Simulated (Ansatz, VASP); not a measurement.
# Two plane-wave programs on RbBr

```xyz
2
Lattice="0.0000 3.4275 3.4275 3.4275 0.0000 3.4275 3.4275 3.4275 0.0000" Properties=species:S:1:pos:R:3 pbc="T T T"
Rb    0.0000    0.0000    0.0000
Br    3.4275    3.4275    3.4275
```

Alike in both runs: task single point; functional r2SCAN; k mesh 6 × 6 × 6; occupations gaussian, width 0.05 eV; no spin polarisation.

|  | VASP | Ansatz |
| --- | --- | --- |
| version | VASP 6.6.1 | Ansatz 0.2.0 |
| potentials or method | VASP PAW PBE potentials, release 64 (Rb_sv, Br), cutoff 520 eV | scalar-relativistic, plane waves, PAW |
| valence electrons in the cell | 16 | 16 |

|  | VASP | Ansatz | Ansatz less VASP |
| --- | --- | --- | --- |
| gap on the k mesh at the Fermi level (eV) | 4.97 | 4.97 | 0.000 |
| least direct gap on the mesh (eV) | 4.97 | 4.97 | 0.000 |
| pressure (GPa) | 0.5 | 0.5 | -0.02 |

VASP's potentials were made for PBE, not for r2SCAN.
